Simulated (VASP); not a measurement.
# Zr (P6_3/mmc) in VASP: further runs, part 2 of 2

VASP 6.6.1. The steps go on from the part before.

## (3) Electric field gradients, PBEsol (22.82 Å³/atom)

Contents of INCAR:

```
SYSTEM = Zr
PREC = Accurate ; ENCUT = 520
EDIFF = 1E-8 ; ISMEAR = -1
SIGMA = 0.08 ; LREAL = .False.
LASPH = .True. ; NELM = 80
ALGO = Normal ; ISIF = 2
LWAVE = .False. ; LCHARG = .False.
GGA = PS ; LEFG = .True.
NBANDS = 19
```

Contents of KPOINTS:

```
Automatic mesh
0
Gamma
  13 13 7
  0 0 0
```

Contents of POSCAR:

```
Zr
1.0
    3.2103063057      0.0000000000      0.0000000000
   -1.6051531528      2.7802068146      0.0000000000
    0.0000000000      0.0000000000      5.1124553350
Zr
2
Direct
    0.3333333333      0.6666666667      0.2500000000
    0.6666666667      0.3333333333      0.7500000000
```

Potentials or basis: VASP PAW PBE potentials, release 64 (Zr_sv).

On the command line:

```bash
cat potpaw_PBE.64/Zr_sv/POTCAR > POTCAR
mpirun -np 1 vasp_std > vasp.out
```

OUTCAR:

```text
SYSTEM = Zr
   PREC = Accurate
   ENCUT = 520
   EDIFF = 1E-8
   ISMEAR = -1
   LREAL = .False.
   LASPH = .True.
   NELM = 80
   ISIF = 2
   GGA = PS

 ion  position               nearest neighbor table
   1  0.333  0.667  0.250-   2 3.16   2 3.16   2 3.16   2 3.16   2 3.16   2 3.16
   2  0.667  0.333  0.750-   1 3.16   1 3.16   1 3.16   1 3.16   1 3.16   1 3.16

  LATTYP: Found a hexagonal cell.
 ALAT       =     3.2103063057
 C/A-ratio  =     1.5925132521

  Lattice vectors:

 A1 = (   3.2103063057,   0.0000000000,   0.0000000000)
 A2 = (  -1.6051531528,   2.7802068146,   0.0000000000)
 A3 = (   0.0000000000,   0.0000000000,   5.1124553350)

Analysis of symmetry for initial positions (statically):
=====================================================================
 Subroutine PRICEL returns:
 Original cell was already a primitive cell.

 Routine SETGRP: Setting up the symmetry group for a
 hexagonal supercell.
[... 719 lines left out ...]
  volume of cell :       45.63
      direct lattice vectors                 reciprocal lattice vectors
     3.210306306  0.000000000  0.000000000     0.311496756  0.179842736  0.000000000
    -1.605153153  2.780206815  0.000000000     0.000000000  0.359685472  0.000000000
     0.000000000  0.000000000  5.112455335     0.000000000  0.000000000  0.195600731

 POSITION                                       TOTAL-FORCE (eV/Angst)
 -----------------------------------------------------------------------------------
     -0.00000      1.85347      1.27811         0.000000     -0.000000      0.000000
      1.60515      0.92674      3.83434        -0.000000      0.000000      0.000000
 -----------------------------------------------------------------------------------
    total drift:                               -0.000000      0.000000     -0.000000

  FREE ENERGIE OF THE ION-ELECTRON SYSTEM (eV)
  ---------------------------------------------------
  free  energy   TOTEN  =       -18.1801763697 eV

  energy  without entropy=      -18.1352471297  energy(sigma->0) =      -18.15771175

 Electric field gradients (V/A^2)
---------------------------------------------------------------------
 ion       V_xx      V_yy      V_zz      V_xy      V_xz      V_yz
---------------------------------------------------------------------
   1     -21.799   -21.799    43.597     0.000     0.000    -0.000
   2     -21.799   -21.799    43.597     0.000    -0.000     0.000
---------------------------------------------------------------------

 Electric field gradients after diagonalization (V/A^2)
 (convention: |V_zz| > |V_xx| > |V_yy|)
----------------------------------------------------------------------
 ion       V_xx      V_yy      V_zz     asymmetry (V_yy - V_xx)/ V_zz
----------------------------------------------------------------------
   1     -21.799   -21.799    43.597       0.000
   2     -21.799   -21.799    43.597       0.000
----------------------------------------------------------------------

           NMR quadrupolar parameters

 Cq : quadrupolar parameter    Cq=e*Q*V_zz/h
 eta: asymmetry parameters     (V_yy - V_xx)/ V_zz
 Q  : nuclear electric quadrupole moment in mb (millibarn)
----------------------------------------------------------------------
 ion       Cq(MHz)       eta       Q (mb)
----------------------------------------------------------------------
   1       0.105       0.000       1.000
   2       0.105       0.000       1.000
----------------------------------------------------------------------
```

OSZICAR:

```text
N       E                     dE             d eps       ncg     rms          rms(c)
DAV:   1     0.216549948051E+03    0.21655E+03   -0.13274E+04  3200   0.126E+03
DAV:   2    -0.268417087028E+01   -0.21923E+03   -0.21496E+03  3700   0.368E+02
DAV:   3    -0.185644162688E+02   -0.15880E+02   -0.15765E+02  5772   0.720E+01
DAV:   4    -0.189756047456E+02   -0.41119E+00   -0.41060E+00  3782   0.118E+01
DAV:   5    -0.189873174588E+02   -0.11713E-01   -0.11711E-01  4742   0.141E+00    0.156E+01
DAV:   6    -0.183125915288E+02    0.67473E+00   -0.10015E+00  3483   0.744E+00    0.621E+00
DAV:   7    -0.181761228905E+02    0.13647E+00   -0.64126E-01  4574   0.514E+00    0.115E+00
DAV:   8    -0.181799908955E+02   -0.38680E-02   -0.35580E-02  4110   0.151E+00    0.243E-01
DAV:   9    -0.181801957462E+02   -0.20485E-03   -0.14659E-03  4366   0.325E-01    0.252E-02
DAV:  10    -0.181801750160E+02    0.20730E-04   -0.44043E-05  4548   0.396E-02    0.215E-02
DAV:  11    -0.181801765721E+02   -0.15561E-05   -0.83611E-06  3658   0.311E-02    0.183E-03
DAV:  12    -0.181801766408E+02   -0.68750E-07   -0.26664E-07  4273   0.341E-03    0.173E-03
DAV:  13    -0.181801763987E+02    0.24212E-06   -0.37490E-08  3235   0.109E-03    0.579E-04
DAV:  14    -0.181801763654E+02    0.33251E-07   -0.32282E-09  2004   0.632E-04    0.215E-04
DAV:  15    -0.181801763697E+02   -0.42855E-08   -0.65539E-10  1932   0.269E-04
   1 F= -.18180176E+02 E0= -.18157712E+02  d E =-.449292E-01
```

stdout:

```text
POSCAR found type information on POSCAR Zr
 POSCAR found :  1 types and       2 ions
 scaLAPACK will be used
 -----------------------------------------------------------------------------
|                                                                             |
|                                                                             |
|     You enforced a specific xc type in the INCAR file but a different       |
|     I HOPE YOU KNOW WHAT YOU ARE DOING!                                     |
|                                                                             |
 -----------------------------------------------------------------------------

 LDA part: xc-table for (Slater+PW92), standard interpolation
 POSCAR, INCAR and KPOINTS ok, starting setup
 FFT: planning ... GRIDC
 FFT: planning ... GRID_SOFT
 FFT: planning ... GRID
 WAVECAR not read
 entering main loop
ion   1

ion   2
```

Run time: 54 s. Hardware: 1 thread of Intel Xeon Platinum 8259CL at 2.50GHz (Skylake/Cascade Lake), shared host; peak memory 0.19 GiB.

Results:

| Item | Value |
| --- | --- |
| Free energy | -18.1802 eV |
| Pressure | -1.4 GPa |
| Band gap on the k mesh | zero (bands 12 and 13 overlap by 1.12 eV) |
| Largest electric field gradient by atom | Zr +43.6 V/Å² |

Stress tensor (GPa, compression positive):
```
-1.65  0.00  0.00
 0.00 -1.65  0.00
 0.00  0.00 -0.83
```

Levels at points of the mesh, in eV from the Fermi level:
```csv
k point,band 9,band 10,band 11,band 12,band 13,band 14,band 15,band 16
"(0.00, 0.00, 0.00)",-5.70,-3.09,0.87,0.87,1.03,1.27,1.58,1.58
```

Electric field gradients, principal values (V/Å²):
```
atom    least   middle  greatest (by size)
1 Zr  -21.799  -21.799              43.597
2 Zr  -21.799  -21.799              43.597
```

Caveat: without QUAD_EFG the Cq values of the log hold for a quadrupole moment of 1 mb, not for the nuclei; the PAW data sets were made with another functional, which shifts forces and pressure a little.

## (4) Electric field gradients, PBEsol (22.82 Å³/atom)

Contents of INCAR:

```
PREC = Accurate
ENCUT = 520
EDIFF = 1E-8
ISMEAR = -1
SIGMA = 0.08
LREAL = False
LASPH = True
NELM = 60
ALGO = Normal
ISIF = 2
LWAVE = False
LCHARG = False
GGA = PS
LEFG = True
NBANDS = 19
```

Contents of KPOINTS:

```
regular mesh
0
Gamma
  13 13 7
```

POSCAR is that of step 3.

Potentials or basis: VASP PAW PBE potentials, release 64 (Zr_sv).

On the command line:

```bash
cat potpaw_PBE.64/Zr_sv/POTCAR > POTCAR
mpirun -np 1 vasp_std > vasp.out
```

OUTCAR:

```text
PREC = Accurate
   ENCUT = 520
   EDIFF = 1E-8
   ISMEAR = -1
   LREAL = False
   LASPH = True
   NELM = 60
   ISIF = 2
   GGA = PS

 ion  position               nearest neighbor table
   1  0.333  0.667  0.250-   2 3.16   2 3.16   2 3.16   2 3.16   2 3.16   2 3.16
   2  0.667  0.333  0.750-   1 3.16   1 3.16   1 3.16   1 3.16   1 3.16   1 3.16

  LATTYP: Found a hexagonal cell.
 ALAT       =     3.2103063057
 C/A-ratio  =     1.5925132521

  Lattice vectors:

 A1 = (   3.2103063057,   0.0000000000,   0.0000000000)
 A2 = (  -1.6051531528,   2.7802068146,   0.0000000000)
 A3 = (   0.0000000000,   0.0000000000,   5.1124553350)

Analysis of symmetry for initial positions (statically):
=====================================================================
 Subroutine PRICEL returns:
 Original cell was already a primitive cell.

 Routine SETGRP: Setting up the symmetry group for a
[... 719 lines left out ...]
  energy-cutoff  :      520.00
  volume of cell :       45.63
      direct lattice vectors                 reciprocal lattice vectors
     3.210306306  0.000000000  0.000000000     0.311496756  0.179842736  0.000000000
    -1.605153153  2.780206815  0.000000000     0.000000000  0.359685472  0.000000000
     0.000000000  0.000000000  5.112455335     0.000000000  0.000000000  0.195600731

 POSITION                                       TOTAL-FORCE (eV/Angst)
 -----------------------------------------------------------------------------------
     -0.00000      1.85347      1.27811         0.000000     -0.000000      0.000000
      1.60515      0.92674      3.83434        -0.000000      0.000000      0.000000
 -----------------------------------------------------------------------------------
    total drift:                               -0.000000      0.000000     -0.000000

  FREE ENERGIE OF THE ION-ELECTRON SYSTEM (eV)
  ---------------------------------------------------
  free  energy   TOTEN  =       -18.1801763697 eV

  energy  without entropy=      -18.1352471297  energy(sigma->0) =      -18.15771175

 Electric field gradients (V/A^2)
---------------------------------------------------------------------
 ion       V_xx      V_yy      V_zz      V_xy      V_xz      V_yz
---------------------------------------------------------------------
   1     -21.799   -21.799    43.597     0.000     0.000    -0.000
   2     -21.799   -21.799    43.597     0.000    -0.000     0.000
---------------------------------------------------------------------

 Electric field gradients after diagonalization (V/A^2)
 (convention: |V_zz| > |V_xx| > |V_yy|)
----------------------------------------------------------------------
 ion       V_xx      V_yy      V_zz     asymmetry (V_yy - V_xx)/ V_zz
----------------------------------------------------------------------
   1     -21.799   -21.799    43.597       0.000
   2     -21.799   -21.799    43.597       0.000
----------------------------------------------------------------------

           NMR quadrupolar parameters

 Cq : quadrupolar parameter    Cq=e*Q*V_zz/h
 eta: asymmetry parameters     (V_yy - V_xx)/ V_zz
 Q  : nuclear electric quadrupole moment in mb (millibarn)
----------------------------------------------------------------------
 ion       Cq(MHz)       eta       Q (mb)
----------------------------------------------------------------------
   1       0.105       0.000       1.000
   2       0.105       0.000       1.000
----------------------------------------------------------------------
```

Wall time 58 s (1 thread of Intel Xeon Platinum 8259CL at 2.50GHz (Skylake/Cascade Lake), shared host); peak memory 0.19 GiB.

Results:

```
Free energy                             : -18.1802 eV
Pressure                                : -1.4 GPa
Band gap on the k mesh                  : zero (bands 12 and 13 overlap by 1.12 eV)
Largest electric field gradient by atom : Zr +43.6 V/Å²
```

Electric field gradients, principal values (V/Å²):
| atom | least | middle | greatest (by size) |
| --- | --- | --- | --- |
| 1 Zr | -21.799 | -21.799 | 43.597 |
| 2 Zr | -21.799 | -21.799 | 43.597 |

Caveat: without QUAD_EFG the Cq values of the log hold for a quadrupole moment of 1 mb, not for the nuclei; the PAW data sets were made with another functional, which shifts forces and pressure a little.
